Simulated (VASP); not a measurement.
Set up this calculation in VASP 6.6.1, as the native input.

- Task: single point
- Functional: r2SCAN
- Dispersion: rVV10
- Potentials or basis: VASP PAW PBE potentials, release 64 (Al, Mo_sv, As)
- Cutoff: 520 eV
- k mesh: 8 × 8 × 8
- Occupations: fermi-dirac, width 0.03 eV
- Spin: no spin polarisation
- Dipole correction: no
- Further INCAR settings: ALGO = Normal; EDIFF = 1e-07; NBANDS = 29

Al2MoAs4:

```
Al Mo As
1.0
    -2.82872    2.82872    5.41449
     2.82872   -2.82872    5.41449
     2.82872    2.82872   -5.41449
Al Mo As
2 1 4
Direct
  0.50000 0.00000 0.50000
  0.00000 0.50000 0.50000
  0.00000 0.00000 0.00000
  0.62480 0.09763 0.00000
  0.37520 0.37520 0.47283
  0.09763 0.62480 0.00000
  0.90237 0.90237 0.52717
```

These files were run (other wordings do the same):

POSCAR

```
Al2MoAs4
1.0
   -2.8287158441      2.8287158441      5.4144866307
    2.8287158441     -2.8287158441      5.4144866307
    2.8287158441      2.8287158441     -5.4144866307
Al Mo As
2 1 4
Direct
    0.5000000000      0.0000000000      0.5000000000
    0.0000000000      0.5000000000      0.5000000000
    0.0000000000      0.0000000000      0.0000000000
    0.6248047421      0.0976299722      0.0000000000
    0.3751952579      0.3751952579      0.4728252302
    0.0976299722      0.6248047421      0.0000000000
    0.9023700278      0.9023700278      0.5271747698
```

INCAR.step1

```
SYSTEM = Al2MoAs4
  PREC = Accurate
  ENCUT = 520
  ISMEAR = -1
  SIGMA = 0.03
  LREAL = .FALSE.
  LASPH = .TRUE.
  NELM = 80
  NBANDS = 29
  GGA = PE
  ALGO = Normal
  EDIFF = 1E-4
  LWAVE = .TRUE.
  LCHARG = .FALSE.
```

INCAR.step2

```
SYSTEM = Al2MoAs4
  PREC = Accurate
  ENCUT = 520
  EDIFF = 1E-7
  ISMEAR = -1
  SIGMA = 0.03
  LREAL = .FALSE.
  LASPH = .TRUE.
  NELM = 80
  ALGO = Normal
  ISIF = 2
  LWAVE = .FALSE.
  LCHARG = .TRUE.
  METAGGA = R2SCAN
  LMIXTAU = .TRUE.
  LUSE_VDW = .TRUE.
  IVDW_NL = 2
  BPARAM = 11.95
  CPARAM = 0.0093
  LELF = .TRUE.
  LVHAR = .TRUE.
  NBANDS = 29
  ISTART = 1
```

KPOINTS

```
regular mesh
0
G
  8 8 8
  0 0 0
```

Potentials or basis: VASP PAW PBE potentials, release 64 (Al, Mo_sv, As).

The run is started by

```bash
$ cat potpaw_PBE.64/Al/POTCAR potpaw_PBE.64/Mo_sv/POTCAR potpaw_PBE.64/As/POTCAR > POTCAR
$ cp INCAR.step1 INCAR
$ mpirun -np 1 vasp_std > vasp.out
$ cp INCAR.step2 INCAR
$ mpirun -np 1 vasp_std > vasp.out
```

It gave:

```
Pressure               : 0.2 GPa
Largest force          : 0.032 eV/Å
Band gap on the k mesh : zero (band 20 reaches 3.40 eV, above the bottom of band 21 at 3.35 eV)
```

Caveat: the PAW data sets were made with another functional, which shifts forces and pressure a little.

Wall time 31 min on 1 thread of Oxide Virtual Turin-like Processor, with other jobs on the host, peak memory 0.94 GiB.
